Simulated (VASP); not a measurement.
# Ge (C2/c) in VASP: further runs

The runs below take Ge through single point, with PBEsol.

Everything below comes from runs of VASP 6.6.1. Logs are shortened: lines on timing, memory, paths and dates and some standing lists are left out, and cuts for length are marked.

## 1. The cell of the first run

It takes space group C2/c (No. 15, monoclinic). The conventional cell has a = 6.919 Å, b = 2.874 Å, c = 4.998 Å, α = 90.00°, β = 130.23°, γ = 90.00°. Ge (site symmetry 2) has 8 Ge at 2.68 to 3.08 Å within 3.5 Å.

## 2. Single point, PBEsol (strain -0.1000 x Voigt [0, 0, 0, 0, 0, 1])

The input, INCAR:

```
  ALGO = Fast
  EDIFF = 1E-6
  ENCUT = 520
  GGA = PS
  ISIF = 2
  ISMEAR = 0
  LASPH = True
  LCHARG = False
  LREAL = False
  LWAVE = False
  NBANDS = 21
  NELM = 80
  PREC = Accurate
  SIGMA = 0.15
```

The input, KPOINTS:

```
k-points
0
Gamma
  20 20 20
```

The input, POSCAR:

```
Ge
1.0
   -2.6284411500      2.7756579000      1.4369470000
    2.6284411500     -2.7756579000      1.4369470000
    2.3633548500      2.5260681000     -1.4369470000
Ge
2
Direct
    0.1859430000      0.9359430000      0.2500000000
    0.8140570000      0.0640570000      0.7500000000
```

Potentials or basis: VASP PAW PBE potentials, release 64 (Ge_d).

Run with:

```bash
$ cat potpaw_PBE.64/Ge_d/POTCAR > POTCAR
$ mpirun -np 1 vasp_std > vasp.out
```

OUTCAR:

```text
EDIFF = 1E-6
   ENCUT = 520
   GGA = PS
   ISIF = 2
   ISMEAR = 0
   LASPH = True
   LREAL = False
   NELM = 80
   PREC = Accurate

 ion  position               nearest neighbor table
   1  0.186  0.936  0.250-   2 2.68   2 2.68   2 2.72   2 2.72
   2  0.814  0.064  0.750-   1 2.68   1 2.68   1 2.72   1 2.72

  LATTYP: Found a base centered monoclinic cell.
 ALAT       =     6.9185160816
 B/A-ratio  =     0.4153916774
 C/A-ratio  =     0.7224138516
 COS(beta)  =    -0.6458784909

  Lattice vectors:

 A1 = (  -2.3633548500,  -2.5260681000,   1.4369470000)
 A2 = (  -2.3633548500,  -2.5260681000,  -1.4369470000)
 A3 = (   4.9917960000,  -0.2495898000,   0.0000000000)

Analysis of symmetry for initial positions (statically):
=====================================================================
 Subroutine PRICEL returns:
 Original cell was already a primitive cell.

 Routine SETGRP: Setting up the symmetry group for a
 base centered monoclinic supercell.

 Subroutine GETGRP returns: Found  4 space group operations
 (whereof  2 operations were pure point group operations)
 out of a pool of  4 trial point group operations.

The static configuration has the point symmetry S_2 .
 The point group associated with its full space group is C_2h.

Analysis of symmetry for dynamics (positions and initial velocities):
=====================================================================
 Subroutine PRICEL returns:
 Original cell was already a primitive cell.

 Routine SETGRP: Setting up the symmetry group for a
 base centered monoclinic supercell.

 Subroutine GETGRP returns: Found  4 space group operations
 (whereof  2 operations were pure point group operations)
 out of a pool of  4 trial point group operations.

The dynamic configuration has the point symmetry S_2 .
 The point group associated with its full space group is C_2h.

 Subroutine INISYM returns: Found  4 space group operations
 (whereof  2 operations are pure point group operations),
 and found     1 'primitive' translations

----------------------------------------------------------------------------------------

                                     Primitive cell

  volume of cell :      37.9339

  direct lattice vectors                    reciprocal lattice vectors
    -2.628441150  2.775657900  1.436947000     0.009454527  0.189090546  0.347959946
     2.628441150 -2.775657900  1.436947000     0.200830776  0.010041539  0.347959946
     2.363354850  2.526068100 -1.436947000     0.210285304  0.199132085  0.000000000

  length of vectors
     4.083845778  4.083845778  3.745835404     0.396132234  0.401883014  0.289609213

  position of ions in fractional coordinates (direct lattice)
     0.185943000  0.935943000  0.250000000
     0.814057000  0.064057000  0.750000000

  ion indices of the primitive-cell ions
   primitive index   ion index
                 1           1
                 2           2

----------------------------------------------------------------------------------------

 KPOINTS: k-points

Automatic generation of k-mesh.
 Grid dimensions read from file:
 generate k-points for:   20   20   20

 Generating k-lattice:

  Cartesian coordinates                     Fractional coordinates (reciprocal lattice)
     0.000472726  0.009454527  0.017397997     0.050000000  0.000000000 -0.000000000
     0.010041539  0.000502077  0.017397997     0.000000000  0.050000000 -0.000000000
     0.010514265  0.009956604  0.000000000     0.000000000  0.000000000  0.050000000

  Length of vectors
     0.019806612  0.020094151  0.014480461

  Shift w.r.t. Gamma in fractional coordinates (k-lattice)
     0.000000000  0.000000000  0.000000000

 Subroutine IBZKPT returns following result:
 ===========================================

 Found   2112 irreducible k-points:

 Following reciprocal coordinates:
            Coordinates               Weight
  0.000000  0.000000  0.000000      1.000000
  0.050000  0.000000  0.000000      4.000000
  0.100000 -0.000000  0.000000      4.000000
  0.150000 -0.000000  0.000000      4.000000
  0.200000 -0.000000  0.000000      4.000000
  0.250000  0.000000  0.000000      4.000000
[... 16 lines left out ...]
 -0.450000  0.050000  0.000000      4.000000
 -0.400000  0.050000  0.000000      4.000000
 [... further k-points ...]
   k-points           NKPTS =   2112   k-points in BZ     NKDIM =   2112   number of bands    NBANDS=     21
   number of dos      NEDOS =    301   number of ions     NIONS =      2
   total plane-waves  NPLWV =  25200
   dimension x,y,z NGX =    30 NGY =   30 NGZ =   28
   dimension x,y,z NGXF=    60 NGYF=   60 NGZF=   56
   ions per type =               2
   NGX,Y,Z   is equivalent  to a cutoff of  12.21, 12.21, 12.43 a.u.
   NGXF,Y,Z  is equivalent  to a cutoff of  24.42, 24.42, 24.85 a.u.
 SYSTEM =  unknown system
   PREC   = accura    normal or accurate (medium, high low for compatibility)
   ISTART =      0    job   : 0-new  1-cont  2-samecut
   ICHARG =      2    charge: 1-file 2-atom 10-const
   ISPIN  =      1    spin polarized calculation?
   LNONCOLLINEAR =      F non collinear calculations
   LSORBIT =      F    spin-orbit coupling
   LASPH  =      T    aspherical Exc in radial PAW
   ENCUT  =  520.0 eV  38.22 Ry    6.18 a.u.   7.59  7.59  6.96*2*pi/ulx,y,z
   NELM   =     80;   NELMIN=  2; NELMDL= -5     # of ELM steps
   EDIFF  = 0.1E-05   stopping-criterion for ELM
   LREAL  =      F    real-space projection
   EDIFFG = 0.1E-04   stopping-criterion for IOM
   NSW    =      0    number of steps for IOM
   IBRION =     -1    ionic relax: 0-MD 1-quasi-New 2-CG
   NFREE  =      0    steps in history (QN), initial steepest desc. (CG)
   ISIF   =      2    stress and relaxation
   ISYM   =      2    0-nonsym 1-usesym 2-fastsym
   POTIM  = 0.5000    time-step for ionic-motion
   TEBEG  =    0.0;   TEEND  =   0.0 temperature during run
   PSTRESS=    0.0 pullay stress
   NELECT =      28.0000    total number of electrons
   NUPDOWN=      -1.0000    fix difference up-down
   EMIN   =  10.00;   EMAX   =-10.00  energy-range for DOS
   EFERMI =   0.00;   METHOD = LEGACY
   ISMEAR =     0;   SIGMA  =   0.15  broadening in eV -4-tet -1-fermi 0-gaus
   EFERMI_NEDOS =   21; number of points for ismear=-14 and -15
   IALGO  =     68    algorithm
   IMIX   =      4    mixing-type and parameters
     AMIX     =   0.40;   BMIX     =  1.00
     AMIX_MAG =   1.60;   BMIX_MAG =  1.00
  volume/ion in A,a.u.               =      18.97       128.00
  Fermi-wavevector in a.u.,A,eV,Ry     =   1.479511  2.795871 29.782519  2.188953
  Thomas-Fermi vector in A             =   2.593660
   LORBIT       =      0    0 simple, 1 ext, 2 COOP (PROOUT), +10 PAW based schemes
   GGA     = PS    functional components
   LHFCALC =     F    Hartree Fock is set to
   AEXX    =    0.0000 exact exchange contribution
   IVDW    =     0    specifies the selected vdW correction
   LEPSILON=     F    determine dielectric tensor
   LRPA    =     F    only Hartree local field effects (RPA)
 non-spin polarized calculation
 RMM-DIIS sequential band-by-band and
 Gauss-broadening in eV      SIGMA  =   0.15
  energy-cutoff  :      520.00
  volume of cell :       37.93
 maximum number of plane-waves:      1041
   NGX = 15   NGY = 15   NGZ = 13

 number of electron      27.9999997 magnetization

 Free energy of the ion-electron system (eV)
  ---------------------------------------------------
  ext. energy  EPLUGINS =         0.00000000
  ---------------------------------------------------
  free energy    TOTEN  =        -9.46461156 eV

  energy without entropy =       -9.45468796  energy(sigma->0) =       -9.45964976

 E-fermi :   6.4025     XC(G=0): -11.3560

 val. band max:        6.4012435913   @ k =   0.3500   0.0000   0.1500
 cond. band min:       6.4026146741   @ k =   0.5000   0.2000   0.1000
 fundamental gap:      0.0013710828
 Fermi energy:         6.4024637461

 k-point     1 :       0.0000    0.0000    0.0000
  band No.  band energies     occupation
      1     -18.2480      2.00000
      2     -18.1755      2.00000
      3     -18.1692      2.00000
      4     -18.1638      2.00000
      5     -18.1330      2.00000
      6     -18.0959      2.00000
[... 13 lines left out ...]
     20      17.2786      0.00000
     21      19.1158      0.00000

 k-point     2 :       0.0500    0.0000    0.0000
  band No.  band energies     occupation
      1     -18.2462      2.00000
      2     -18.1734      2.00000
      3     -18.1672      2.00000
      4     -18.1610      2.00000
      5     -18.1336      2.00000
      6     -18.0968      2.00000
[... 13 lines left out ...]
     20      17.5939      0.00000
     21      18.7353      0.00000

 k-point     3 :       0.1000   -0.0000    0.0000
  band No.  band energies     occupation
      1     -18.2407      2.00000
      2     -18.1678      2.00000
      3     -18.1616      2.00000
      4     -18.1523      2.00000
      5     -18.1351      2.00000
      6     -18.0989      2.00000
[... 13 lines left out ...]
     20      17.2079      0.00000
     21      18.6405      0.00000

 k-point     4 :       0.1500   -0.0000    0.0000
  band No.  band energies     occupation
      1     -18.2322      2.00000
      2     -18.1603      2.00000
      3     -18.1521      2.00000
      4     -18.1386      2.00000
      5     -18.1371      2.00000
      6     -18.1015      2.00000
[... 13 lines left out ...]
     20      16.1740      0.00000
     21      18.5563      0.00000

 k-point     5 :       0.2000   -0.0000    0.0000
  band No.  band energies     occupation
      1     -18.2212      2.00000
      2     -18.1524      2.00000
      3     -18.1405      2.00000
      4     -18.1387      2.00000
      5     -18.1212      2.00000
      6     -18.1028      2.00000
[... 13 lines left out ...]
     20      15.3246      0.00000
     21      18.6060      0.00000
[... 382 lines left out ...]
     20      17.0108      0.00000
     21      19.4930      0.00000

 k-point    22 :       0.5000    0.0500    0.0000
  band No.  band energies     occupation
      1     -18.1589      2.00000
      2     -18.1380      2.00000
      3     -18.1317      2.00000
      4     -18.1245      2.00000
      5     -18.1089      2.00000
      6     -18.0933      2.00000
[... 13 lines left out ...]
     20      16.5638      0.00000
     21      18.4611      0.00000

 k-point    23 :      -0.4500    0.0500    0.0000
  band No.  band energies     occupation
      1     -18.1646      2.00000
      2     -18.1421      2.00000
      3     -18.1267      2.00000
      4     -18.1152      2.00000
      5     -18.1109      2.00000
      6     -18.0962      2.00000
[... 13 lines left out ...]
     20      16.8461      0.00000
     21      18.0194      0.00000

 k-point    24 :      -0.4000    0.0500    0.0000
  band No.  band energies     occupation
      1     -18.1746      2.00000
      2     -18.1448      2.00000
      3     -18.1231      2.00000
      4     -18.1164      2.00000
      5     -18.1040      2.00000
      6     -18.0952      2.00000
[... 13 lines left out ...]
     20      15.6242      0.00000
     21      19.5354      0.00000

 [... further k-points ...]
[... 5 lines left out ...]
  --------------------------------------------------------------------------------------
  -------------------------------------------------------------------------------------
  Total       -0.2977522     -0.5375446     -0.5989983      0.9781946      0.0000000      0.0000000
  in kB      -12.5758645    -22.7037339    -25.2992964     41.3150306      0.0000000      0.0000000
  external PRESSURE =     -20.1929649 kB  Pullay stress =       0.0000000 kB

 VOLUME and BASIS-vectors are now :
 -----------------------------------------------------------------------------
  energy-cutoff  :      520.00
  volume of cell :       37.93
      direct lattice vectors                 reciprocal lattice vectors
    -2.628441150  2.775657900  1.436947000     0.009454527  0.189090546  0.347959946
     2.628441150 -2.775657900  1.436947000     0.200830776  0.010041539  0.347959946
     2.363354850  2.526068100 -1.436947000     0.210285304  0.199132085  0.000000000

 POSITION                                       TOTAL-FORCE (eV/Angst)
 -----------------------------------------------------------------------------------
      2.56217     -1.45023      1.25285         0.000000      0.000000     -0.030617
     -0.19881      3.97629      0.18409        -0.000000     -0.000000      0.030617
 -----------------------------------------------------------------------------------
    total drift:                                0.000000      0.000000     -0.000000

  FREE ENERGIE OF THE ION-ELECTRON SYSTEM (eV)
  ---------------------------------------------------
  free  energy   TOTEN  =        -9.4646115561 eV

  energy  without entropy=       -9.4546879616  energy(sigma->0) =       -9.45964976
```

Wall time 37 min (1 thread of Oxide Virtual Turin-like, shared host); peak memory 1.2 GiB.

Results:

```yaml
Free_energy: -9.4646 eV
Pressure: -2.0 GPa
Largest_force: 0.031 eV/Å
Band_gap_on_the_k_mesh: zero (bands 14 and 15 overlap by 5.99 eV)
```

Forces in eV/Å, atoms in the order of the input:
```
Ge   0.000  0.000 -0.031
Ge   0.000  0.000  0.031
```

Caveat: the cell differs from its parent crystal (strain -0.1000 x Voigt [0, 0, 0, 0, 0, 1]); the PAW data sets were made with another functional, which shifts forces and pressure a little.

## 3. Single point, PBEsol (strain +0.0875 x Voigt [0, 0, 0, 0, 0, 1])

The input, INCAR:

```
ALGO = Fast
EDIFF = 1E-6
ENCUT = 520
GGA = PS
ISIF = 2
ISMEAR = 0
LASPH = T
LCHARG = F
LREAL = F
LWAVE = F
NBANDS = 21
NELM = 100
PREC = Accurate
SIGMA = 0.15
```

KPOINTS is that of step 2.

The input, POSCAR:

```
Ge
1.0
   -2.3799227438      2.5416674625      1.4369470000
    2.3799227438     -2.5416674625      1.4369470000
    2.6118732562      2.7600585375     -1.4369470000
Ge
2
Direct
    0.1859430000      0.9359430000      0.2500000000
    0.8140570000      0.0640570000      0.7500000000
```

Potentials or basis: VASP PAW PBE potentials, release 64 (Ge_d).

Run with:

```bash
$ cat potpaw_PBE.64/Ge_d/POTCAR > POTCAR
$ mpirun -np 1 vasp_std > vasp.out
```

Run time: 26 min. Hardware: 1 thread of Oxide Virtual Turin-like, shared host; peak memory 1.2 GiB.

The run converged. Its results:

- Free energy: -9.4761 eV
- Pressure: -2.1 GPa
- Largest force: 0.036 eV/Å
- Band gap on the k mesh: zero (bands 14 and 15 overlap by 5.98 eV)

Forces in eV/Å, atoms in the order of the input:
```
Ge   0.000  0.000 -0.036
Ge   0.000  0.000  0.036
```

Stress tensor (GPa, compression positive):
```
-1.42 -3.75  0.00
-3.75 -2.44  0.00
 0.00  0.00 -2.51
```

Levels at points of the mesh, in eV from the Fermi level:
```csv
k point,band 12,band 13,band 14,band 15,band 16,band 17
"(0.00, 0.00, 0.00)",-3.94,-2.87,-1.24,3.65,7.00,7.21
"(0.50, 0.00, 0.00)",-6.95,-1.96,-1.66,-0.59,1.56,3.24
"(0.00, 0.50, 0.00)",-5.89,-3.45,-2.43,-1.52,3.17,4.08
"(0.50, 0.50, 0.00)",-10.12,0.17,0.17,1.59,1.59,6.58
"(0.00, 0.00, 0.50)",-10.56,1.27,1.27,3.04,3.04,6.96
"(0.50, 0.50, 0.50)",-8.17,-5.83,-5.57,4.40,6.86,10.26
```

Caveat: the cell differs from its parent crystal (strain +0.0875 x Voigt [0, 0, 0, 0, 0, 1]); the PAW data sets were made with another functional, which shifts forces and pressure a little.

[end of part 1 of 2]
